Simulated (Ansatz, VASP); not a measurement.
## One calculation of KBr, two programs

```
K Br
1.0
    -0.15657    3.19849    3.19849
     3.19849   -0.15657    3.19849
     3.19849    3.19849   -0.15657
K Br
1 1
Cartesian
  0.0000 0.0000 0.0000
  3.1202 3.1202 3.1202
```

Alike in both runs: task single point; functional PBEsol; k mesh 8 × 8 × 8; occupations gaussian, width 0.05 eV; no spin polarisation.

|  | VASP | Ansatz |
| --- | --- | --- |
| version | VASP 6.6.1 | Ansatz 0.2.0 |
| potentials or method | VASP PAW PBE potentials, release 64 (K_sv, Br), cutoff 520 eV | scalar-relativistic, plane waves, PAW |
| valence electrons in the cell | 16 | 16 |

|  | VASP | Ansatz | Ansatz less VASP |
| --- | --- | --- | --- |
| gap on the k mesh at the Fermi level (eV) | 4.21 | 4.22 | +0.003 |
| least direct gap on the mesh (eV) | 4.21 | 4.22 | +0.003 |
| pressure (GPa) | 0.0 | 0.0 | -0.06 |
| traceless stress, the component that is largest in VASP (GPa) | 0.20 | 0.21 | +0.003 |

VASP's potentials were made for PBE, not for PBEsol.
